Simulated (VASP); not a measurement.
HfN: single point with PBEsol

The system is HfN.

```
CELL_PARAMETERS angstrom
0.00000 2.41321 2.41321
2.41321 0.00000 2.41321
2.41321 2.41321 0.00000
ATOMIC_POSITIONS crystal
Hf 0.00000 0.00000 0.00000
N 0.75000 0.75000 0.75000
```

```
Program                : VASP 6.6.1
Task                   : single point
Functional             : PBEsol
Potentials or basis    : VASP PAW PBE potentials, release 64 (Hf_pv, N)
Cutoff                 : 520 eV
k mesh                 : 10 × 10 × 10
Occupations            : fermi-dirac, width 0.1 eV
Spin                   : no spin polarisation
Dipole correction      : no
Further INCAR settings : ALGO = Normal; EDIFF = 1e-07; NBANDS = 14
```

```
Pressure : 4.6 GPa
```

Levels at points of the mesh, in eV from the Fermi level:
```csv
k point,band 5,band 6,band 7,band 8,band 9,band 10
"(0.00, 0.00, 0.00)",-5.67,-5.67,-5.67,-0.59,2.35,2.35
"(0.50, 0.00, 0.00)",-5.80,-5.04,-5.04,1.66,2.89,2.89
"(0.50, 0.50, 0.00)",-7.19,-3.63,-3.63,-1.14,2.32,4.30
```

Wall time 15 s on 1 thread of Intel(R) Xeon(R) 6975P-C (Granite Rapids), on a shared host, peak memory 0.16 GiB.

Caveat: the PAW data sets were made with another functional, which shifts forces and pressure a little; spin-orbit coupling is left out, which moves the levels of the heavy elements.
